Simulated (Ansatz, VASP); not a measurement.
## CuP in VASP and in Ansatz

File POSCAR:

```
CuP
1.0
    0.0000000000      2.4111384693      2.4111384693
    2.4111384693      0.0000000000      2.4111384693
    2.4111384693      2.4111384693      0.0000000000
Cu P
1 1
Direct
    0.5000000000      0.5000000000      0.5000000000
    0.0000000000      0.0000000000      0.0000000000
```

INCAR.step1

```
ALGO = Normal ; EDIFF = 1E-4
ENCUT = 520 ; GGA = PE
ISMEAR = 0 ; LASPH = T
LCHARG = F ; LREAL = F
LWAVE = T ; NBANDS = 15
NELM = 60 ; PREC = Accurate
SIGMA = 0.05
```

The input INCAR.step2:

```
ALGO = Normal ; EDIFF = 1E-6
ENCUT = 520 ; ISIF = 2
ISMEAR = 0 ; ISTART = 1
LASPH = T ; LCHARG = T
LELF = T ; LMIXTAU = T
LREAL = F ; LVHAR = T
LWAVE = F ; METAGGA = R2SCAN
NBANDS = 15 ; NELM = 60
PREC = Accurate ; SIGMA = 0.05
```

Contents of KPOINTS:

```
k-points
0
Gamma
  12 12 12
```

Input for Ansatz:

```yaml
crystal:
  lattice:
    - [0.0, 2.4111384693, 2.4111384693]
    - [2.4111384693, 0.0, 2.4111384693]
    - [2.4111384693, 2.4111384693, 0.0]
  atoms:
    - { symbol: Cu, position: [0.5, 0.5, 0.5] }
    - { symbol: P, position: [0.0, 0.0, 0.0] }
basis:
  ecutwfc: 500
  ecutrho_ratio: 4
kpoints:
  mp_grid: { grid: [12, 12, 12] }
hamiltonian:
  xc: r2scan
scf:
  occupations: { method: gaussian, width: 0.05 }
output:
  forces: true
  stress: true
  eigenvalues: true
```

Alike in both runs: task single point; functional r2SCAN; k mesh 12 × 12 × 12; occupations gaussian, width 0.05 eV; no spin polarisation.

```csv
,VASP,Ansatz
version,VASP 6.6.1,Ansatz 0.2.0
potentials or method,"VASP PAW PBE potentials, release 64 (Cu, P), cutoff 520 eV","scalar-relativistic, plane waves, PAW"
valence electrons in the cell,16,24
```

|  | VASP | Ansatz | Ansatz less VASP |
| --- | --- | --- | --- |
| gap on the k mesh at the Fermi level (eV) | none | none | - |
| pressure (GPa) | -0.5 | -0.5 | -0.04 |

VASP's potentials were made for PBE, not for r2SCAN. A gap of «none» marks a metal or a gap that the smearing closes. The functional is the same, so the differences come from potentials, cutoffs and numerics. VASP's potentials hold 16 valence electrons a cell and Ansatz's 24, so a difference there can come from the potentials and not from the codes.
